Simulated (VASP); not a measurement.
Wanted: the native input for a VASP 6.6.1 run.

- Task: single point
- Functional: r2SCAN
- Potentials or basis: VASP PAW PBE potentials, release 64 (Ti_sv, Te)
- Cutoff: 520 eV
- k mesh: 10 × 10 × 5
- Occupations: fermi-dirac, width 0.1 eV
- Spin: no spin polarisation
- Dipole correction: no
- Further INCAR settings: ALGO = Normal; EDIFF = 1e-06; NBANDS = 19

TiTe2:

```
Ti Te
1.0
     3.80601    0.00000    0.00000
    -1.90300    3.29610    0.00000
     0.00000    0.00000    6.84195
Ti Te
1 2
Direct
  0.00000 0.00000 0.00000
  0.66667 0.33333 0.24782
  0.33333 0.66667 0.75218
```

The input as run:

POSCAR

```
TiTe2
1.0
    3.8060080600      0.0000000000      0.0000000000
   -1.9030040300      3.2960996700      0.0000000000
    0.0000000000      0.0000000000      6.8419517700
Ti Te
1 2
Direct
    0.0000000000      0.0000000000      0.0000000000
    0.6666666700      0.3333333300      0.2478209800
    0.3333333300      0.6666666700      0.7521790200
```

INCAR.step1

```
SYSTEM = TiTe2
PREC = Accurate
ENCUT = 520
ISMEAR = -1
SIGMA = 0.1
LREAL = .False.
LASPH = .True.
NELM = 80
NBANDS = 19
GGA = PE
ALGO = Normal
EDIFF = 1E-4
LWAVE = .True.
LCHARG = .False.
```

INCAR.step2

```
SYSTEM = TiTe2
PREC = Accurate
ENCUT = 520
EDIFF = 1E-6
ISMEAR = -1
SIGMA = 0.1
LREAL = .False.
LASPH = .True.
NELM = 80
ALGO = Normal
ISIF = 2
LWAVE = .False.
LCHARG = .False.
METAGGA = R2SCAN
LMIXTAU = .True.
NBANDS = 19
ISTART = 1
```

KPOINTS

```
regular mesh
0
Gamma
  10 10 5
  0 0 0
```

Potentials or basis: VASP PAW PBE potentials, release 64 (Ti_sv, Te).

Command:

```console
$ cat potpaw_PBE.64/Ti_sv/POTCAR potpaw_PBE.64/Te/POTCAR > POTCAR
$ cp INCAR.step1 INCAR
$ mpirun -np 1 vasp_std > vasp.out
$ cp INCAR.step2 INCAR
$ mpirun -np 1 vasp_std > vasp.out
```

It gave:

- Pressure: 0.1 GPa
- Largest force: 0.014 eV/Å
- Band gap on the k mesh: zero (bands 12 and 13 overlap by 0.49 eV)

Caveat: the PAW data sets were made with another functional, which shifts forces and pressure a little; spin-orbit coupling is left out, which moves the levels of the heavy elements.

It took 7.7 min on 1 thread of Intel Xeon 8259CL, on a shared host, peak memory 0.27 GiB.
